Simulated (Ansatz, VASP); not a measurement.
**One calculation of AlN, two programs**

INCAR

```
SYSTEM = AlN
PREC     = Accurate       ! precision mode
ENCUT    = 600            ! plane-wave cutoff, eV
EDIFF    = 1E-6           ! SCF threshold, eV
ISMEAR   = 0              ! smearing method
SIGMA    = 0.02           ! smearing width, eV
LREAL    = .FALSE.        ! projectors in reciprocal space
LASPH    = .TRUE.         ! aspherical terms in the spheres
NELM     = 200            ! most SCF steps
ALGO     = Normal         ! electronic algorithm
ISIF     = 2              ! what is computed and relaxed
LWAVE    = .FALSE.        ! write WAVECAR
LCHARG   = .FALSE.        ! write CHGCAR
MAGMOM   = 0 0 0 0 0 0 0 0 0 0 0 0 ! initial moments
LORBIT   = 11             ! projections on sites
LSORBIT  = .TRUE.         ! spin-orbit coupling
GGA_COMPAT= .FALSE.      
LORBMOM  = .TRUE.       
GGA      = PS             ! functional
NBANDS   = 30             ! bands
```

The input KPOINTS:

```
regular mesh
0
G
  9 9 6
  0 0 0
```

Contents of POSCAR:

```
AlN
1.0
    3.1138256079      0.0000000000      0.0000000000
   -1.5569128040      2.6966520794      0.0000000000
    0.0000000000      0.0000000000      4.9835502232
Al N
2 2
Direct
    0.6666666667      0.3333333333      0.4990061281
    0.3333333333      0.6666666667     -0.0009938719
    0.6666666667      0.3333333333      0.8809938719
    0.3333333333      0.6666666667      0.3809938719
```

Input for Ansatz:

```yaml
crystal:
  lattice:
    - [3.1138256079, 0.0, 0.0]
    - [-1.556912804, 2.6966520794, 0.0]
    - [0.0, 0.0, 4.9835502232]
  atoms:
    - { symbol: Al, position: [0.6666666667, 0.3333333333, 0.4990061281] }
    - { symbol: Al, position: [0.3333333333, 0.6666666667, -0.0009938719] }
    - { symbol: "N", position: [0.6666666667, 0.3333333333, 0.8809938719] }
    - { symbol: "N", position: [0.3333333333, 0.6666666667, 0.3809938719] }
basis:
  ecutwfc: 420
kpoints:
  mp_grid: { grid: [9, 9, 6] }
  band_path:
    path:
      - [[0.0, 0.0, 0.0], [0.5, 0.0, 0.0], [0.33333333, 0.33333333, 0.0], [0.0, 0.0, 0.0], [0.0, 0.0, 0.5], [0.5, 0.0, 0.5], [0.33333333, 0.33333333, 0.5], [0.0, 0.0, 0.5]]
      - [[0.5, 0.0, 0.5], [0.5, 0.0, 0.0]]
      - [[0.33333333, 0.33333333, 0.5], [0.33333333, 0.33333333, 0.0]]
    npoints: 10
hamiltonian:
  xc: pbesol
  pseudopotentials: { kind: paw_fr }
scf:
  occupations: { method: gaussian, width: 0.02 }
  n_extra_bands: 16
output:
  forces: true
  stress: true
  eigenvalues: true
magnetization:
  noncollinear: true
  spin_orbit: true
```

Alike in both runs: task single point; functional PBEsol; k mesh 9 × 9 × 6; occupations gaussian, width 0.02 eV; non-collinear spin, spin-orbit coupling.

|  | VASP | Ansatz |
| --- | --- | --- |
| version | VASP 6.6.1 | Ansatz 0.2.0 |
| potentials or method | VASP PAW PBE potentials, release 64 (Al, N), cutoff 600 eV | plane waves, PAW |
| valence electrons in the cell | 16 | 16 |

|  | VASP | Ansatz | Ansatz less VASP |
| --- | --- | --- | --- |
| pressure (GPa) | -0.2 | 0.0 | +0.16 |
| net moment per atom (μB) | 0.00 | 0.00 | 0.000 |

VASP's potentials were made for PBE, not for PBEsol.
